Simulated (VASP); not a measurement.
**Te: single point with PBE**

Crystal: Te.

```
Te
1.0
    -2.95779    3.87597    1.53515
     2.95779   -3.87597    1.53515
     2.95779    3.87597   -1.53515
Te
2
Direct
  0.00093 0.75093 0.25000
  0.99907 0.24907 0.75000
```

- Program: VASP 6.6.1
- Task: single point
- Functional: PBE
- Potentials or basis: VASP PAW PBE potentials, release 64 (Te)
- Cutoff: 520 eV
- k mesh: 10 × 10 × 10
- Occupations: gaussian, width 0.02 eV
- Spin: no spin polarisation
- Dipole correction: no
- Further INCAR settings: ALGO = Normal; EDIFF = 1e-06; NBANDS = 13

* Pressure: 0.6 GPa
* Band gap on the k mesh: zero (band 6 reaches 8.05 eV, above the bottom of band 7 at 4.32 eV)

Forces on the atoms (eV/Å):
```
Te   0.000  0.000 -0.003
Te   0.000  0.000  0.003
```

Stress tensor (GPa, compression positive):
```
 1.83  0.00  0.00
 0.00  0.16  0.00
 0.00  0.00 -0.18
```

Levels at points of the mesh, in eV from the Fermi level:
```tsv
k point	band 4	band 5	band 6	band 7	band 8	band 9
(0.00, 0.00, 0.00)	-2.07	-1.58	2.85	3.10	3.59	3.95
(0.50, 0.00, 0.00)	-4.00	-3.46	-1.22	1.00	3.14	4.04
(0.00, 0.50, 0.00)	-4.68	-0.57	-0.56	0.14	0.14	6.23
(0.50, 0.50, 0.00)	-2.42	-1.77	-1.77	3.54	3.54	7.27
(0.50, 0.50, 0.50)	-4.54	0.57	2.50	3.93	4.93	7.32
```

It took 120 s on 1 thread of Intel(R) Xeon(R) Platinum 8375C CPU @ 2.90GHz (Ice Lake), with other jobs on the host, peak memory 0.32 GiB.

Caveat: spin-orbit coupling is left out, which moves the levels of the heavy elements.
